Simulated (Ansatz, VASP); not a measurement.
# One calculation of ZnO, two programs

```
CELL_PARAMETERS angstrom
3.23487 0.00000 0.00000
-1.61743 2.80148 0.00000
0.00000 0.00000 5.21231
ATOMIC_POSITIONS crystal
Zn 0.66667 0.33333 0.50043
Zn 0.33333 0.66667 0.00043
O 0.66667 0.33333 0.87988
O 0.33333 0.66667 0.37988
```

Alike in both runs: functional r2SCAN; k mesh 12 × 12 × 6; occupations gaussian, width 0.02 eV; no spin polarisation.

Ansatz relaxed the structure, and its values are those at the end. VASP's run is a single point on that final structure, the one shown.

|  | VASP | Ansatz |
| --- | --- | --- |
| version | VASP 6.6.1 | Ansatz 0.2.0 |
| potentials or method | VASP PAW PBE potentials, release 64 (Zn, O), cutoff 520 eV | scalar-relativistic, plane waves, PAW |
| valence electrons in the cell | 36 | 36 |

Ansatz gave:

| Property | Result |
| --- | --- |
| gap on the k mesh at the Fermi level (eV) | 1.24 |
| least direct gap on the mesh (eV) | 1.24 |
| pressure (GPa) | 0.0 |
| rms of the force components (eV/Å) | 0.002 |

What did VASP give for the same quantities?

gap on the k mesh at the Fermi level (eV): 1.23; least direct gap on the mesh (eV): 1.23; pressure (GPa): 1.0; rms of the force components (eV/Å): 0.009.

VASP's potentials were made for PBE, not for r2SCAN.
